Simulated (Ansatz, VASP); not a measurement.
**Two plane-wave programs on Li2TaO2**

File INCAR:

```
PREC = Accurate
ENCUT = 600
EDIFF = 1E-7
ISMEAR = 0
SIGMA = 0.1
LREAL = False
LASPH = True
NELM = 80
ALGO = Normal
ISIF = 3
LWAVE = False
LCHARG = False
GGA = PE
IBRION = 2
NSW = 100
EDIFFG = -0.01
```

The input KPOINTS:

```
regular mesh
0
Gamma
  10 10 10
```

File POSCAR:

```
Li2TaO2
1.0
    4.0882130765      0.0000000000      0.0000000000
    0.0000000000      4.0882130765      0.0000000000
    0.0000000000      0.0000000000      3.7687170097
Li Ta O
2 1 2
Direct
    0.5000000000      0.0000000000      0.0000000000
    0.0000000000      0.5000000000      0.0000000000
    0.5000000000      0.5000000000      0.5000000000
    0.5000000000      0.0000000000      0.5000000000
    0.0000000000      0.5000000000      0.5000000000
```

Input for Ansatz:

```yaml
crystal:
  lattice:
    - [4.0882130765, 0.0, 0.0]
    - [0.0, 4.0882130765, 0.0]
    - [0.0, 0.0, 3.7687170097]
  atoms:
    - { symbol: Li, position: [0.5, 0.0, 0.0] }
    - { symbol: Li, position: [0.0, 0.5, 0.0] }
    - { symbol: Ta, position: [0.5, 0.5, 0.5] }
    - { symbol: O, position: [0.5, 0.0, 0.5] }
    - { symbol: O, position: [0.0, 0.5, 0.5] }
basis:
  ecutwfc: 420
kpoints:
  mp_grid: { grid: [10, 10, 10] }
hamiltonian:
  xc: pbe
scf:
  occupations: { method: gaussian, width: 0.1 }
output:
  forces: true
  stress: true
  eigenvalues: true
  write_density: true
  write_potential: true
  elf: true
  volumetric_format: npy
relax:
  adjacent_minimum: "off"
  f_tol: 0.01
  max_steps: 80
  cell: { stress_tol: 0.05 }
```

Alike in both runs: task relaxation of cell and atoms; functional PBE; k mesh 10 × 10 × 10; occupations gaussian, width 0.1 eV; no spin polarisation.

|  | VASP | Ansatz |
| --- | --- | --- |
| version | VASP 6.6.1 | Ansatz 0.2.0 |
| potentials or method | VASP PAW PBE potentials, release 64 (Li_sv, Ta_pv, O), cutoff 600 eV | scalar-relativistic, plane waves, PAW |
| valence electrons in the cell | 29 | 31 |

VASP gave:

```
gap on the k mesh at the Fermi level, each at its own relaxed structure (eV) : none
relaxed volume (Å³/atom)                                                     : 12.64
relaxed cell length with the largest relative difference (Å)                 : 4.090
```

Q: Which values does Ansatz return?

A: gap on the k mesh at the Fermi level, each at its own relaxed structure (eV): none; relaxed volume (Å³/atom): 12.63; relaxed cell length with the largest relative difference (Å): 4.088.

A gap of «none» marks a metal or a gap that the smearing closes. VASP's potentials hold 29 valence electrons a cell and Ansatz's 31, so a difference there can come from the potentials and not from the codes.

Neither program's run includes spin-orbit coupling. Noted on VASP's run: the cutoff is short for stress, so the pressure is rough.
